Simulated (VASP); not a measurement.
# RbGeN (P4/nmm) in VASP: a series of runs

Runs on RbGeN. Level: PBE. Tasks: single point, relaxation of cell and atoms.

Program: VASP 6.6.1. These are calculated values, not measurements. Logs are shortened: lines on timing, memory, paths and dates and some standing lists are left out, and cuts for length are marked.

## (1) The cell of the first run

Symmetry: P4/nmm, No. 129, tetragonal system. Conventional cell: a = 4.150 Å, b = 4.150 Å, c = 10.328 Å, α = 90.00°, β = 90.00°, γ = 90.00°. Rb (site symmetry 4mm) has 4 Ge at 3.60 Å and 5 N at 3.65 to 3.69 Å and 4 Rb at 4.15 Å within 4.7 Å. Within 2.9 Å of Ge (site symmetry -4m2) lie 4 N at 2.19 Å. Within 2.9 Å of N (site symmetry 4mm) lie 4 Ge at 2.19 Å.

## (2) Single point, PBE

Contents of INCAR:

```
ALGO = Normal ; EDIFF = 1E-6
ENCUT = 520 ; GGA = PE
ISIF = 2 ; ISMEAR = 0
LASPH = T ; LCHARG = F
LREAL = F ; LWAVE = F
NBANDS = 37 ; NELM = 100
PREC = Accurate ; SIGMA = 0.1
```

Contents of KPOINTS:

```
k-points
0
Gamma
  10 10 4
```

Contents of POSCAR:

```
RbGeN
1.0
    4.1495956292      0.0000000000      0.0000000000
    0.0000000000      4.1495956292      0.0000000000
    0.0000000000      0.0000000000     10.3280174322
Rb Ge N
2 2 2
Direct
    0.5000000000      0.0000000000      0.7148715924
    0.0000000000      0.5000000000      0.2851284076
    0.0000000000      0.0000000000      0.0000000000
    0.5000000000      0.5000000000      0.0000000000
    0.5000000000      0.0000000000      0.0679481982
    0.0000000000      0.5000000000      0.9320518018
```

Potentials or basis: VASP PAW PBE potentials, release 64 (Rb_sv, Ge_d, N).

Started as:

```sh
> cat potpaw_PBE.64/Rb_sv/POTCAR potpaw_PBE.64/Ge_d/POTCAR potpaw_PBE.64/N/POTCAR > POTCAR
> mpirun -np 1 vasp_std > vasp.out
```

OUTCAR:

```text
EDIFF = 1E-6
   ENCUT = 520
   GGA = PE
   ISIF = 2
   ISMEAR = 0
   LASPH = T
   LREAL = F
   NELM = 100
   PREC = Accurate

 ion  position               nearest neighbor table
   1  0.500  0.000  0.715-   3 3.60   4 3.60   4 3.60   3 3.60   5 3.65   6 3.69   6 3.69   6 3.69
                             6 3.69   2 5.32   2 5.32   2 5.32   2 5.32
   2  0.000  0.500  0.285-   3 3.60   4 3.60   3 3.60   4 3.60   6 3.65   5 3.69   5 3.69   5 3.69
                             5 3.69   1 5.32   1 5.32   1 5.32   1 5.32
   3  0.000  0.000  0.000-   5 2.19   6 2.19   6 2.19   5 2.19   2 3.60   1 3.60   1 3.60   2 3.60

   4  0.500  0.500  0.000-   5 2.19   6 2.19   5 2.19   6 2.19   1 3.60   1 3.60   2 3.60   2 3.60

   5  0.500  0.000  0.068-   3 2.19   4 2.19   4 2.19   3 2.19   1 3.65   2 3.69   2 3.69   2 3.69
                             2 3.69
   6  0.000  0.500  0.932-   3 2.19   4 2.19   3 2.19   4 2.19   2 3.65   1 3.69   1 3.69   1 3.69
                             1 3.69

  LATTYP: Found a simple tetragonal cell.
 ALAT       =     4.1495956292
 C/A-ratio  =     2.4889214167

  Lattice vectors:

 A1 = (   4.1495956292,   0.0000000000,   0.0000000000)
 A2 = (   0.0000000000,   4.1495956292,   0.0000000000)
 A3 = (   0.0000000000,   0.0000000000,  10.3280174322)

Analysis of symmetry for initial positions (statically):
=====================================================================
 Subroutine PRICEL returns:
 Original cell was already a primitive cell.

 Routine SETGRP: Setting up the symmetry group for a
 simple tetragonal supercell.

 Subroutine GETGRP returns: Found 16 space group operations
 (whereof  8 operations were pure point group operations)
 out of a pool of 16 trial point group operations.

The static configuration has the point symmetry D_2d.
 The point group associated with its full space group is D_4h.

Analysis of symmetry for dynamics (positions and initial velocities):
=====================================================================
 Subroutine PRICEL returns:
 Original cell was already a primitive cell.

 Routine SETGRP: Setting up the symmetry group for a
 simple tetragonal supercell.

 Subroutine GETGRP returns: Found 16 space group operations
 (whereof  8 operations were pure point group operations)
 out of a pool of 16 trial point group operations.

The dynamic configuration has the point symmetry D_2d.
 The point group associated with its full space group is D_4h.

 Subroutine INISYM returns: Found 16 space group operations
 (whereof  8 operations are pure point group operations),
 and found     1 'primitive' translations

----------------------------------------------------------------------------------------

                                     Primitive cell

  volume of cell :     177.8396

  direct lattice vectors                    reciprocal lattice vectors
     4.149595629  0.000000000  0.000000000     0.240987337  0.000000000  0.000000000
     0.000000000  4.149595629  0.000000000     0.000000000  0.240987337  0.000000000
     0.000000000  0.000000000 10.328017432     0.000000000  0.000000000  0.096824004

  length of vectors
     4.149595629  4.149595629 10.328017432     0.240987337  0.240987337  0.096824004

  position of ions in fractional coordinates (direct lattice)
     0.500000000  0.000000000  0.714871592
     0.000000000  0.500000000  0.285128408
     0.000000000  0.000000000  0.000000000
     0.500000000  0.500000000  0.000000000
     0.500000000  0.000000000  0.067948198
     0.000000000  0.500000000  0.932051802

  ion indices of the primitive-cell ions
   primitive index   ion index
                 1           1
                 2           2
                 3           3
                 4           4
                 5           5
                 6           6

----------------------------------------------------------------------------------------

 KPOINTS: k-points

Automatic generation of k-mesh.
 Grid dimensions read from file:
 generate k-points for:   10   10    4

 Generating k-lattice:

  Cartesian coordinates                     Fractional coordinates (reciprocal lattice)
     0.024098734  0.000000000  0.000000000     0.100000000  0.000000000  0.000000000
     0.000000000  0.024098734  0.000000000     0.000000000  0.100000000  0.000000000
     0.000000000  0.000000000  0.024206001     0.000000000  0.000000000  0.250000000

  Length of vectors
     0.024098734  0.024098734  0.024206001

  Shift w.r.t. Gamma in fractional coordinates (k-lattice)
     0.000000000  0.000000000  0.000000000

 Subroutine IBZKPT returns following result:
 ===========================================

 Found     63 irreducible k-points:

 Following reciprocal coordinates:
            Coordinates               Weight
  0.000000  0.000000  0.000000      1.000000
  0.100000  0.000000  0.000000      4.000000
  0.200000  0.000000  0.000000      4.000000
  0.300000  0.000000  0.000000      4.000000
  0.400000  0.000000  0.000000      4.000000
  0.500000  0.000000  0.000000      2.000000
[... 16 lines left out ...]
  0.100000  0.000000  0.250000      8.000000
  0.200000  0.000000  0.250000      8.000000
 [... further k-points ...]
   k-points           NKPTS =     63   k-points in BZ     NKDIM =     63   number of bands    NBANDS=     37
   number of dos      NEDOS =    301   number of ions     NIONS =      6
   total plane-waves  NPLWV =  81920
   dimension x,y,z NGX =    32 NGY =   32 NGZ =   80
   dimension x,y,z NGXF=    64 NGYF=   64 NGZF=  160
   ions per type =               2   2   2
   NGX,Y,Z   is equivalent  to a cutoff of  12.82, 12.82, 12.88 a.u.
   NGXF,Y,Z  is equivalent  to a cutoff of  25.64, 25.64, 25.75 a.u.
 SYSTEM =  unknown system
   PREC   = accura    normal or accurate (medium, high low for compatibility)
   ISTART =      0    job   : 0-new  1-cont  2-samecut
   ICHARG =      2    charge: 1-file 2-atom 10-const
   ISPIN  =      1    spin polarized calculation?
   LNONCOLLINEAR =      F non collinear calculations
   LSORBIT =      F    spin-orbit coupling
   LASPH  =      T    aspherical Exc in radial PAW
   ENCUT  =  520.0 eV  38.22 Ry    6.18 a.u.   7.72  7.72 19.20*2*pi/ulx,y,z
   NELM   =    100;   NELMIN=  2; NELMDL= -5     # of ELM steps
   EDIFF  = 0.1E-05   stopping-criterion for ELM
   LREAL  =      F    real-space projection
   EDIFFG = 0.1E-04   stopping-criterion for IOM
   NSW    =      0    number of steps for IOM
   IBRION =     -1    ionic relax: 0-MD 1-quasi-New 2-CG
   NFREE  =      0    steps in history (QN), initial steepest desc. (CG)
   ISIF   =      2    stress and relaxation
   ISYM   =      2    0-nonsym 1-usesym 2-fastsym
   POTIM  = 0.5000    time-step for ionic-motion
   TEBEG  =    0.0;   TEEND  =   0.0 temperature during run
   PSTRESS=    0.0 pullay stress
   NELECT =      56.0000    total number of electrons
   NUPDOWN=      -1.0000    fix difference up-down
   EMIN   =  10.00;   EMAX   =-10.00  energy-range for DOS
   EFERMI =   0.00;   METHOD = LEGACY
   ISMEAR =     0;   SIGMA  =   0.10  broadening in eV -4-tet -1-fermi 0-gaus
   EFERMI_NEDOS =   21; number of points for ismear=-14 and -15
   IALGO  =     38    algorithm
   IMIX   =      4    mixing-type and parameters
     AMIX     =   0.40;   BMIX     =  1.00
     AMIX_MAG =   1.60;   BMIX_MAG =  1.00
  volume/ion in A,a.u.               =      29.64       200.02
  Fermi-wavevector in a.u.,A,eV,Ry     =   1.113768  2.104716 16.877738  1.240479
  Thomas-Fermi vector in A             =   2.250356
   LORBIT       =      0    0 simple, 1 ext, 2 COOP (PROOUT), +10 PAW based schemes
   GGA     = PE    functional components
   LHFCALC =     F    Hartree Fock is set to
   AEXX    =    0.0000 exact exchange contribution
   IVDW    =     0    specifies the selected vdW correction
   LEPSILON=     F    determine dielectric tensor
   LRPA    =     F    only Hartree local field effects (RPA)
 non-spin polarized calculation
 Gauss-broadening in eV      SIGMA  =   0.10
  energy-cutoff  :      520.00
  volume of cell :      177.84
 maximum number of plane-waves:      4828
 NGX is ok and might be reduce to    32
   NGX = 15   NGY = 15   NGZ = 39

 number of electron      56.0000032 magnetization

 Free energy of the ion-electron system (eV)
  ---------------------------------------------------
  ext. energy  EPLUGINS =         0.00000000
  ---------------------------------------------------
  free energy    TOTEN  =       -24.87222348 eV

  energy without entropy =      -24.86559067  energy(sigma->0) =      -24.86890707

 E-fermi :   2.5751     XC(G=0):  -7.7924

 val. band max:        2.5558668569   @ k =   0.3000   0.3000   0.0000
 cond. band min:       2.6206137810   @ k =   0.4000   0.0000   0.0000
 fundamental gap:      0.0647469242
 Fermi energy:         2.5750959099

 k-point     1 :       0.0000    0.0000    0.0000
  band No.  band energies     occupation
      1     -26.2025      2.00000
      2     -26.2011      2.00000
      3     -22.6299      2.00000
      4     -22.6110      2.00000
      5     -22.5789      2.00000
      6     -22.5453      2.00000
[... 29 lines left out ...]
     36       7.2798      0.00000
     37       7.2799      0.00000

 k-point     2 :       0.1000    0.0000    0.0000
  band No.  band energies     occupation
      1     -26.2008      2.00000
      2     -26.1995      2.00000
      3     -22.6257      2.00000
      4     -22.6072      2.00000
      5     -22.5766      2.00000
      6     -22.5447      2.00000
[... 29 lines left out ...]
     36       7.1249      0.00000
     37       7.3845      0.00000

 k-point     3 :       0.2000    0.0000    0.0000
  band No.  band energies     occupation
      1     -26.1964      2.00000
      2     -26.1952      2.00000
      3     -22.6136      2.00000
      4     -22.5962      2.00000
      5     -22.5701      2.00000
      6     -22.5429      2.00000
[... 29 lines left out ...]
     36       6.8240      0.00000
     37       6.9598      0.00000

 k-point     4 :       0.3000    0.0000    0.0000
  band No.  band energies     occupation
      1     -26.1908      2.00000
      2     -26.1899      2.00000
      3     -22.5957      2.00000
      4     -22.5788      2.00000
      5     -22.5608      2.00000
      6     -22.5400      2.00000
[... 29 lines left out ...]
     36       6.7054      0.00000
     37       6.7125      0.00000
[... 683 lines left out ...]
      1     -26.2024      2.00000
      2     -26.2012      2.00000
      3     -22.6299      2.00000
      4     -22.6110      2.00000
      5     -22.5789      2.00000
      6     -22.5453      2.00000
[... 29 lines left out ...]
     36       7.1241      0.00000
     37       7.1241      0.00000

 k-point    23 :       0.1000    0.0000    0.2500
  band No.  band energies     occupation
      1     -26.2007      2.00000
      2     -26.1996      2.00000
      3     -22.6257      2.00000
      4     -22.6072      2.00000
      5     -22.5766      2.00000
      6     -22.5447      2.00000
[... 29 lines left out ...]
     36       7.0099      0.00000
     37       7.6219      0.00000

 k-point    24 :       0.2000    0.0000    0.2500
  band No.  band energies     occupation
      1     -26.1963      2.00000
      2     -26.1953      2.00000
      3     -22.6136      2.00000
      4     -22.5962      2.00000
      5     -22.5701      2.00000
      6     -22.5429      2.00000
[... 29 lines left out ...]
     36       6.7676      0.00000
     37       7.1019      0.00000

 [... further k-points ...]
[... 5 lines left out ...]
  --------------------------------------------------------------------------------------
  -------------------------------------------------------------------------------------
  Total        0.0873341      0.0873341      0.0067191      0.0000000      0.0000000      0.0000000
  in kB        0.7868032      0.7868032      0.0605329      0.0000000      0.0000000      0.0000000
  external PRESSURE =       0.5447131 kB  Pullay stress =       0.0000000 kB

 VOLUME and BASIS-vectors are now :
 -----------------------------------------------------------------------------
  energy-cutoff  :      520.00
  volume of cell :      177.84
      direct lattice vectors                 reciprocal lattice vectors
     4.149595629  0.000000000  0.000000000     0.240987337  0.000000000  0.000000000
     0.000000000  4.149595629  0.000000000     0.000000000  0.240987337  0.000000000
     0.000000000  0.000000000 10.328017432     0.000000000  0.000000000  0.096824004

 POSITION                                       TOTAL-FORCE (eV/Angst)
 -----------------------------------------------------------------------------------
      2.07480      0.00000      7.38321        -0.000000      0.000000     -0.005469
      0.00000      2.07480      2.94481         0.000000      0.000000      0.005469
      0.00000      0.00000      0.00000        -0.000000     -0.000000      0.000000
      2.07480      2.07480      0.00000        -0.000000      0.000000      0.000000
      2.07480      0.00000      0.70177        -0.000000      0.000000      0.014537
      0.00000      2.07480      9.62625        -0.000000      0.000000     -0.014537
 -----------------------------------------------------------------------------------
    total drift:                                0.000000     -0.000000     -0.000000

  FREE ENERGIE OF THE ION-ELECTRON SYSTEM (eV)
  ---------------------------------------------------
  free  energy   TOTEN  =       -24.8722234758 eV

  energy  without entropy=      -24.8655906662  energy(sigma->0) =      -24.86890707
```

Wall time 3 min (1 thread of Intel Xeon Platinum 8559C (Emerald Rapids), shared host); peak memory 0.49 GiB.

What came out:

```yaml
Free_energy: -24.8722 eV
Pressure: 0.1 GPa
Largest_force: 0.015 eV/Å
Band_gap_on_the_k_mesh: zero (band 28 reaches 4.07 eV, above the bottom of band 29 at 1.52 eV)
```

Forces in eV/Å, atoms in the order of the input:
```
Rb   0.000  0.000 -0.005
Rb   0.000  0.000  0.005
Ge   0.000  0.000  0.000
Ge   0.000  0.000  0.000
N    0.000  0.000  0.015
N    0.000  0.000 -0.015
```

## (3) Single point, PBE

This run uses another cell than the first one, of 29.85 Å³/atom, 1.007 times its volume.

Contents of INCAR:

```
PREC     = Accurate       # precision mode
ENCUT    = 520            # plane-wave cutoff, eV
EDIFF    = 1E-7           # SCF threshold, eV
ISMEAR   = 0              # smearing method
SIGMA    = 0.1            # smearing width, eV
LREAL    = F              # projectors in reciprocal space
LASPH    = T              # aspherical terms in the spheres
NELM     = 100            # most SCF steps
ALGO     = Normal         # electronic algorithm
ISIF     = 2              # what is computed and relaxed
LWAVE    = F              # write WAVECAR
LCHARG   = F              # write CHGCAR
GGA      = PE             # functional
NBANDS   = 37             # bands
```

Contents of KPOINTS:

```
Automatic mesh
0
Gamma
  4 4 2
```

Contents of POSCAR:

```
RbGeN
1.0
    4.1922540551      0.0000000000      0.0000000000
    0.0000000000      4.1922540551      0.0000000000
    0.0000000000      0.0000000000     10.1893708865
Rb Ge N
2 2 2
Direct
    0.5000000000      0.0000000000      0.7143564809
    0.0000000000      0.5000000000      0.2856435191
    0.0000000000      0.0000000000      0.0000000000
    0.5000000000      0.5000000000      0.0000000000
    0.5000000000      0.0000000000      0.0597950893
    0.0000000000      0.5000000000      0.9402049107
```

Potentials or basis: VASP PAW PBE potentials, release 64 (Rb_sv, Ge_d, N).

Started as:

```sh
> cat potpaw_PBE.64/Rb_sv/POTCAR potpaw_PBE.64/Ge_d/POTCAR potpaw_PBE.64/N/POTCAR > POTCAR
> mpirun -np 1 vasp_std > vasp.out
```

It took 53 s on 1 thread of Intel Xeon Platinum 8559C (Emerald Rapids), shared host; peak memory 0.3 GiB.

It converged, with:

| Item | Value |
| --- | --- |
| Free energy | -24.7665 eV |
| Pressure | -0.1 GPa |
| Largest force | 0.028 eV/Å |
| Band gap on the k mesh | zero (band 28 reaches 3.94 eV, above the bottom of band 29 at 1.41 eV) |

Forces in eV/Å, atoms in the order of the input:
```
Rb   0.000  0.000  0.028
Rb   0.000  0.000 -0.028
Ge   0.000  0.000  0.000
Ge   0.000  0.000  0.000
N    0.000  0.000 -0.010
N    0.000  0.000  0.010
```

Levels at points of the mesh, in eV from the Fermi level:
| k point | band 26 | band 27 | band 28 | band 29 | band 30 | band 31 |
| --- | --- | --- | --- | --- | --- | --- |
| (0.00, 0.00, 0.00) | -3.05 | -3.05 | -2.07 | -0.61 | 0.83 | 1.26 |
| (0.50, 0.00, 0.00) | -2.97 | -0.58 | -0.58 | 0.79 | 0.79 | 2.07 |
| (0.50, 0.50, 0.00) | -3.18 | 1.48 | 1.48 | 1.71 | 1.71 | 2.32 |
| (0.00, 0.00, 0.50) | -3.05 | -3.05 | -1.84 | -0.93 | 1.20 | 1.22 |
| (0.50, 0.00, 0.50) | -2.97 | -0.55 | -0.55 | 0.80 | 0.80 | 1.92 |
| (0.50, 0.50, 0.50) | -3.19 | 1.61 | 1.61 | 1.75 | 1.75 | 2.62 |

Caveat: the k points lie up to 0.37 Å⁻¹ apart.

(Continued in part 2 of 2.)
